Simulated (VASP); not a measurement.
Runs of VASP 6.6.1 on PbS. The structure is that of space group Fm-3m (No. 225), or close to it. The cells are those of the table. 

| cell | gap on the mesh (eV) | pressure (GPa) |
| --- | --- | --- |
| a = 4.235, b = 4.235, c = 4.277 Å, angles 59.7, 59.7, 60.7°, 2 atoms | (b) | -4.4 |
| a = 4.235, b = 4.235, c = 4.193 Å, angles 60.3, 60.3, 59.3°, 2 atoms | 0.88 | (a) |
| a = 4.172, b = 4.172, c = 4.193 Å, angles 59.8, 59.8, 60.3°, 2 atoms | 0.86 | (c) |
| a = 4.214, b = 4.214, c = 4.235 Å, angles 59.8, 59.8, 60.3°, 2 atoms | 0.89 | -3.6 |
| a = 4.214, b = 4.214, c = 4.193 Å, angles 60.2, 60.2, 59.7°, 2 atoms | 0.88 | -3.1 |

Alike in all rows: task electric field gradients; level LDA; potentials or basis VASP PAW LDA potentials, release 64 (Pb_d, S); no spin polarisation; k mesh 7 × 7 × 7; cutoff (eV) 400; smearing fermi-dirac 0.01 eV.

Problem. Fill in the values left out.

Solution. (a) -3.5; (b) 0.90; (c) -2.0.

Caveats: spin-orbit coupling is left out, which moves the levels of the heavy elements; the cell stands under tension (at least some runs).

A k mesh can miss the band edges, and the runs leave out spin-orbit coupling on Pb.
